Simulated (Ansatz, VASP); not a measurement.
As: VASP beside Ansatz

Contents of INCAR:

```
SYSTEM = As
  PREC = Accurate
  ENCUT = 520
  EDIFF = 1E-6
  ISMEAR = 0
  SIGMA = 0.1
  LREAL = .False.
  LASPH = .True.
  NELM = 100
  ALGO = Normal
  ISIF = 2
  LWAVE = .False.
  LCHARG = .True.
  GGA = PE
  IVDW = 12
  LELF = .True.
  LVHAR = .True.
  NBANDS = 18
```

The input KPOINTS:

```
regular mesh
0
Gamma
  6 6 4
  0 0 0
```

Contents of POSCAR:

```
As
1.0
    1.8250000000     -5.5000000000      0.0000000000
    1.8250000000      5.5000000000      0.0000000000
    0.0000000000      0.0000000000      4.4700000000
As
4
Direct
    0.1100000000      0.8900000000      0.0600000000
    0.6100000000      0.3900000000      0.4400000000
    0.8900000000      0.1100000000      0.9400000000
    0.3900000000      0.6100000000      0.5600000000
```

Input for Ansatz:

```yaml
crystal:
  lattice:
    - [1.825, -5.5, 0.0]
    - [1.825, 5.5, 0.0]
    - [0.0, 0.0, 4.47]
  atoms:
    - { symbol: As, position: [0.11, 0.89, 0.06] }
    - { symbol: As, position: [0.61, 0.39, 0.44] }
    - { symbol: As, position: [0.89, 0.11, 0.94] }
    - { symbol: As, position: [0.39, 0.61, 0.56] }
basis:
  ecutwfc: 420
kpoints:
  mp_grid: { grid: [6, 6, 4] }
hamiltonian:
  xc: pbe
  dispersion: d3bj
scf:
  occupations: { method: gaussian, width: 0.1 }
output:
  forces: true
  stress: true
  eigenvalues: true
```

Alike in both runs: task single point; functional PBE; dispersion D3(BJ); k mesh 6 × 6 × 4; occupations gaussian, width 0.1 eV; no spin polarisation.

```csv
,VASP,Ansatz
version,VASP 6.6.1,Ansatz 0.2.0
potentials or method,"VASP PAW PBE potentials, release 64 (As), cutoff 520 eV","scalar-relativistic, plane waves, PAW"
valence electrons in the cell,20,60
```

VASP gave:

* gap on the k mesh at the Fermi level (eV): 0.28
* least direct gap on the mesh (eV): 0.46
* pressure (GPa): 0.4
* traceless stress, the component that is largest in VASP (GPa): 1.58
* rms of the force components (eV/Å): 0.082

Q: Estimate Ansatz's values.

A: gap on the k mesh at the Fermi level (eV): 0.29; least direct gap on the mesh (eV): 0.45; pressure (GPa): 0.1; traceless stress, the component that is largest in VASP (GPa): 1.59; rms of the force components (eV/Å): 0.059.

Atom by atom the forces differ by 0.037 eV/Å (rms over components). VASP's potentials hold 20 valence electrons a cell and Ansatz's 60, so a difference there can come from the potentials and not from the codes.
